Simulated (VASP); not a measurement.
# P (Fm-3m) in VASP: notebook

P is run at these levels: PBEsol; tasks: single point.

Everything below comes from runs of VASP 6.6.1. Logs are shortened: lines on timing, memory, paths and dates and some standing lists are left out, and cuts for length are marked.

## Step 1: The cell of the first run

The structure is cubic, space group Fm-3m (No. 225). Conventional cell: a = 3.819 Å, b = 3.819 Å, c = 3.819 Å, α = 90.00°, β = 90.00°, γ = 90.00°. P (site symmetry m-3m) has 12 P at 2.70 Å within 3.6 Å.

This isn't the form of P at room conditions, which is orthorhombic.

## Step 2: Single point, PBEsol (13.93 Å³/atom)

Input file INCAR:

```
SYSTEM = P
  PREC = Accurate
  ENCUT = 520
  EDIFF = 1E-6
  ISMEAR = -1
  SIGMA = 0.1
  LREAL = .FALSE.
  LASPH = .TRUE.
  NELM = 60
  ALGO = Normal
  ISIF = 2
  LWAVE = .FALSE.
  LCHARG = .FALSE.
  GGA = PS
  NBANDS = 8
```

Input file KPOINTS:

```
regular mesh
0
G
  17 17 17
  0 0 0
```

Input file POSCAR:

```
P
1.0
    0.0000000000      1.9096963284      1.9096963284
    1.9096963284      0.0000000000      1.9096963284
    1.9096963284      1.9096963284      0.0000000000
P
1
Direct
    0.0000000000      0.0000000000      0.0000000000
```

Potentials or basis: VASP PAW PBE potentials, release 64 (P).

Started as:

```console
$ cat potpaw_PBE.64/P/POTCAR > POTCAR
$ mpirun -np 1 vasp_std > vasp.out
```

OUTCAR:

```text
SYSTEM = P
   PREC = Accurate
   ENCUT = 520
   EDIFF = 1E-6
   ISMEAR = -1
   LREAL = .FALSE.
   LASPH = .TRUE.
   NELM = 60
   ISIF = 2
   GGA = PS

 ion  position               nearest neighbor table
   1  0.000  0.000  0.000-

  LATTYP: Found a face centered cubic cell.
 ALAT       =     3.8193926568

  Lattice vectors:

 A1 = (   0.0000000000,   1.9096963284,   1.9096963284)
 A2 = (   1.9096963284,   0.0000000000,   1.9096963284)
 A3 = (   1.9096963284,   1.9096963284,   0.0000000000)

Analysis of symmetry for initial positions (statically):
=====================================================================
 Subroutine PRICEL returns:
 Original cell was already a primitive cell.

 Routine SETGRP: Setting up the symmetry group for a
 face centered cubic supercell.

 Subroutine GETGRP returns: Found 48 space group operations
 (whereof 48 operations were pure point group operations)
 out of a pool of 48 trial point group operations.

The static configuration has the point symmetry O_h .

Analysis of symmetry for dynamics (positions and initial velocities):
=====================================================================
 Subroutine PRICEL returns:
 Original cell was already a primitive cell.

 Routine SETGRP: Setting up the symmetry group for a
 face centered cubic supercell.

 Subroutine GETGRP returns: Found 48 space group operations
 (whereof 48 operations were pure point group operations)
 out of a pool of 48 trial point group operations.

The dynamic configuration has the point symmetry O_h .

 Subroutine INISYM returns: Found 48 space group operations
 (whereof 48 operations are pure point group operations),
 and found     1 'primitive' translations

----------------------------------------------------------------------------------------

                                     Primitive cell

  volume of cell :      13.9291

  direct lattice vectors                    reciprocal lattice vectors
     0.000000000  1.909696328  1.909696328    -0.261821732  0.261821732  0.261821732
     1.909696328  0.000000000  1.909696328     0.261821732 -0.261821732  0.261821732
     1.909696328  1.909696328  0.000000000     0.261821732  0.261821732 -0.261821732

  length of vectors
     2.700718448  2.700718448  2.700718448     0.453488542  0.453488542  0.453488542

  position of ions in fractional coordinates (direct lattice)
     0.000000000  0.000000000  0.000000000

  ion indices of the primitive-cell ions
   primitive index   ion index
                 1           1

----------------------------------------------------------------------------------------

 KPOINTS: regular mesh

Automatic generation of k-mesh.
 Grid dimensions read from file:
 generate k-points for:   17   17   17

 Generating k-lattice:

  Cartesian coordinates                     Fractional coordinates (reciprocal lattice)
    -0.015401278  0.015401278  0.015401278     0.058823529  0.000000000  0.000000000
     0.015401278 -0.015401278  0.015401278     0.000000000  0.058823529  0.000000000
     0.015401278  0.015401278 -0.015401278     0.000000000  0.000000000  0.058823529

  Length of vectors
     0.026675797  0.026675797  0.026675797

  Shift w.r.t. Gamma in fractional coordinates (k-lattice)
     0.000000000  0.000000000  0.000000000

 Subroutine IBZKPT returns following result:
 ===========================================

 Found    165 irreducible k-points:

 Following reciprocal coordinates:
            Coordinates               Weight
  0.000000  0.000000  0.000000      1.000000
  0.058824  0.000000  0.000000      8.000000
  0.117647  0.000000  0.000000      8.000000
  0.176471  0.000000  0.000000      8.000000
  0.235294  0.000000  0.000000      8.000000
  0.294118  0.000000  0.000000      8.000000
[... 16 lines left out ...]
 -0.176471  0.058824  0.000000     24.000000
 -0.117647  0.058824  0.000000     24.000000
 [... further k-points ...]
   k-points           NKPTS =    165   k-points in BZ     NKDIM =    165   number of bands    NBANDS=      8
   number of dos      NEDOS =    301   number of ions     NIONS =      1
   total plane-waves  NPLWV =   8000
   dimension x,y,z NGX =    20 NGY =   20 NGZ =   20
   dimension x,y,z NGXF=    40 NGYF=   40 NGZF=   40
   ions per type =               1
   NGX,Y,Z   is equivalent  to a cutoff of  12.31, 12.31, 12.31 a.u.
   NGXF,Y,Z  is equivalent  to a cutoff of  24.62, 24.62, 24.62 a.u.
 SYSTEM =  P
   PREC   = accura    normal or accurate (medium, high low for compatibility)
   ISTART =      0    job   : 0-new  1-cont  2-samecut
   ICHARG =      2    charge: 1-file 2-atom 10-const
   ISPIN  =      1    spin polarized calculation?
   LNONCOLLINEAR =      F non collinear calculations
   LSORBIT =      F    spin-orbit coupling
   LASPH  =      T    aspherical Exc in radial PAW
   ENCUT  =  520.0 eV  38.22 Ry    6.18 a.u.   5.02  5.02  5.02*2*pi/ulx,y,z
   NELM   =     60;   NELMIN=  2; NELMDL= -5     # of ELM steps
   EDIFF  = 0.1E-05   stopping-criterion for ELM
   LREAL  =      F    real-space projection
   EDIFFG = 0.1E-04   stopping-criterion for IOM
   NSW    =      0    number of steps for IOM
   IBRION =     -1    ionic relax: 0-MD 1-quasi-New 2-CG
   NFREE  =      0    steps in history (QN), initial steepest desc. (CG)
   ISIF   =      2    stress and relaxation
   ISYM   =      2    0-nonsym 1-usesym 2-fastsym
   POTIM  = 0.5000    time-step for ionic-motion
   TEBEG  =    0.0;   TEEND  =   0.0 temperature during run
   PSTRESS=    0.0 pullay stress
   NELECT =       5.0000    total number of electrons
   NUPDOWN=      -1.0000    fix difference up-down
   EMIN   =  10.00;   EMAX   =-10.00  energy-range for DOS
   EFERMI =   0.00;   METHOD = LEGACY
   ISMEAR =    -1;   SIGMA  =   0.10  broadening in eV -4-tet -1-fermi 0-gaus
   EFERMI_NEDOS =   21; number of points for ismear=-14 and -15
   IALGO  =     38    algorithm
   IMIX   =      4    mixing-type and parameters
     AMIX     =   0.40;   BMIX     =  1.00
     AMIX_MAG =   1.60;   BMIX_MAG =  1.00
  volume/ion in A,a.u.               =      13.93        94.00
  Fermi-wavevector in a.u.,A,eV,Ry     =   1.163475  2.198650 18.417865  1.353675
  Thomas-Fermi vector in A             =   2.300025
   LORBIT       =      0    0 simple, 1 ext, 2 COOP (PROOUT), +10 PAW based schemes
   GGA     = PS    functional components
   LHFCALC =     F    Hartree Fock is set to
   AEXX    =    0.0000 exact exchange contribution
   IVDW    =     0    specifies the selected vdW correction
   LEPSILON=     F    determine dielectric tensor
   LRPA    =     F    only Hartree local field effects (RPA)
 non-spin polarized calculation
  energy-cutoff  :      520.00
  volume of cell :       13.93
 maximum number of plane-waves:       385
   NGX =  9   NGY =  9   NGZ =  9

 number of electron       4.9999999 magnetization

 Free energy of the ion-electron system (eV)
  ---------------------------------------------------
  ext. energy  EPLUGINS =         0.00000000
  ---------------------------------------------------
  free energy    TOTEN  =        -5.05609566 eV

  energy without entropy =       -5.03686735  energy(sigma->0) =       -5.04648150

 E-fermi :  10.3921     XC(G=0): -11.7353

 val. band max:       10.3598188987   @ k =   0.4706   0.4118   0.0000
 cond. band min:      10.4064774525   @ k =  -0.3529   0.3529   0.1176
 fundamental gap:      0.0466585538
 Fermi energy:        10.3921321478

 k-point     1 :       0.0000    0.0000    0.0000
  band No.  band energies     occupation
      1      -6.4350      2.00000
      2      17.5678      0.00000
      3      17.5678      0.00000
      4      17.5678      0.00000
      5      21.9117      0.00000
      6      21.9117      0.00000
      7      21.9117      0.00000
      8      28.3017      0.00000

 k-point     2 :       0.0588    0.0000    0.0000
  band No.  band energies     occupation
      1      -6.3349      2.00000
      2      16.6660      0.00000
      3      17.4012      0.00000
      4      17.4012      0.00000
      5      22.0380      0.00000
      6      22.1827      0.00000
      7      22.1827      0.00000
      8      28.0261      0.00000

 k-point     3 :       0.1176    0.0000    0.0000
  band No.  band energies     occupation
      1      -6.0349      2.00000
      2      14.6891      0.00000
      3      17.0142      0.00000
      4      17.0142      0.00000
      5      22.0793      0.00000
      6      22.8084      0.00000
      7      22.8084      0.00000
      8      27.2410      0.00000

 k-point     4 :       0.1765    0.0000    0.0000
  band No.  band energies     occupation
      1      -5.5366      2.00000
      2      12.3894      0.00000
      3      16.5784      0.00000
      4      16.5784      0.00000
      5      21.9420      0.00000
      6      23.2782      0.00000
      7      23.2782      0.00000
      8      26.8244      0.00000

 k-point     5 :       0.2353    0.0000    0.0000
  band No.  band energies     occupation
      1      -4.8429      2.00000
      2      10.0548      1.93374
      3      16.1892      0.00000
      4      16.1892      0.00000
      5      21.7492      0.00000
      6      23.0392      0.00000
      7      23.0392      0.00000
      8      27.4316      0.00000
[... 177 lines left out ...]
 k-point    22 :      -0.2353    0.0588    0.0000
  band No.  band energies     occupation
      1      -4.4811      2.00000
      2       9.3648      1.99993
      3      14.7479      0.00000
      4      16.6354      0.00000
      5      22.1206      0.00000
      6      22.4922      0.00000
      7      23.1129      0.00000
      8      26.6519      0.00000

 k-point    23 :      -0.1765    0.0588    0.0000
  band No.  band energies     occupation
      1      -5.2384      2.00000
      2      11.6724      0.00001
      3      15.0984      0.00000
      4      17.0497      0.00000
      5      22.2050      0.00000
      6      22.8897      0.00000
      7      23.7393      0.00000
      8      25.7496      0.00000

 k-point    24 :      -0.1176    0.0588    0.0000
  band No.  band energies     occupation
      1      -5.8020      2.00000
      2      13.9786      0.00000
      3      15.5800      0.00000
      4      17.4077      0.00000
      5      22.1849      0.00000
      6      22.6077      0.00000
      7      23.6980      0.00000
      8      26.0276      0.00000

 [... further k-points ...]
[... 5 lines left out ...]
  --------------------------------------------------------------------------------------
  -------------------------------------------------------------------------------------
  Total        0.0096431      0.0096431      0.0096431      0.0000000      0.0000000     -0.0000000
  in kB        1.1091819      1.1091819      1.1091819      0.0000000      0.0000000     -0.0000000
  external PRESSURE =       1.1091819 kB  Pullay stress =       0.0000000 kB

 VOLUME and BASIS-vectors are now :
 -----------------------------------------------------------------------------
  energy-cutoff  :      520.00
  volume of cell :       13.93
      direct lattice vectors                 reciprocal lattice vectors
     0.000000000  1.909696328  1.909696328    -0.261821732  0.261821732  0.261821732
     1.909696328  0.000000000  1.909696328     0.261821732 -0.261821732  0.261821732
     1.909696328  1.909696328  0.000000000     0.261821732  0.261821732 -0.261821732

 POSITION                                       TOTAL-FORCE (eV/Angst)
 -----------------------------------------------------------------------------------
      0.00000      0.00000      0.00000         0.000000     -0.000000      0.000000
 -----------------------------------------------------------------------------------
    total drift:                               -0.000000      0.000000     -0.000000

  FREE ENERGIE OF THE ION-ELECTRON SYSTEM (eV)
  ---------------------------------------------------
  free  energy   TOTEN  =        -5.0560956584 eV

  energy  without entropy=       -5.0368673463  energy(sigma->0) =       -5.04648150
```

Run time: 17 s. Hardware: 1 thread of Intel Xeon 8259CL, shared host; peak memory 0.13 GiB.

Results:

- Free energy: -5.0561 eV
- Pressure: 0.1 GPa
- Band gap on the k mesh: zero (an odd number of electrons rules out a gap without spin polarisation)

Caveat: the PAW data sets were made with another functional, which shifts forces and pressure a little.

(Part 1 of 2 ends here.)
